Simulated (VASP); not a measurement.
A run of VASP 6.6.1 is set up as follows.

INCAR

```
SYSTEM = Zn
PREC = Accurate
ENCUT = 520
EDIFF = 1E-6
ISMEAR = -1
SIGMA = 0.0242
LREAL = .False.
LASPH = .True.
NELM = 80
ALGO = Normal
ISIF = 2
LWAVE = .False.
LCHARG = .True.
GGA = RP
LELF = .True.
LVHAR = .True.
NBANDS = 32
```

The input KPOINTS:

```
regular mesh
0
Gamma
  7 7 2
  0 0 0
```

POSCAR

```
Zn
1.0
    1.3747789575      2.3811870035      0.0000000000
   -1.3747789575      2.3811870035      0.0000000000
    0.0000000000      0.0000000000      9.6491494921
Zn
4
Direct
    0.0000000000      0.0000000000      0.0000000000
    0.0000000000      0.0000000000      0.5000000000
    0.3333333333      0.3333333333      0.7500000000
    0.6666666667      0.6666666667      0.2500000000
```

Potentials or basis: VASP PAW PBE potentials, release 64 (Zn).

Launch:

```bash
$ cat potpaw_PBE.64/Zn/POTCAR > POTCAR
$ mpirun -np 1 vasp_std > vasp.out
```

(1) What does it give for the pressure?

(2) What does it give for the band gap on the k mesh?

Answers

(1) 0.2 GPa.

(2) zero (band 24 reaches 4.05 eV, above the bottom of band 25 at 0.63 eV).

Caveat: the k points lie up to 0.38 Å⁻¹ apart; the PAW data sets were made with another functional, which shifts forces and pressure a little.
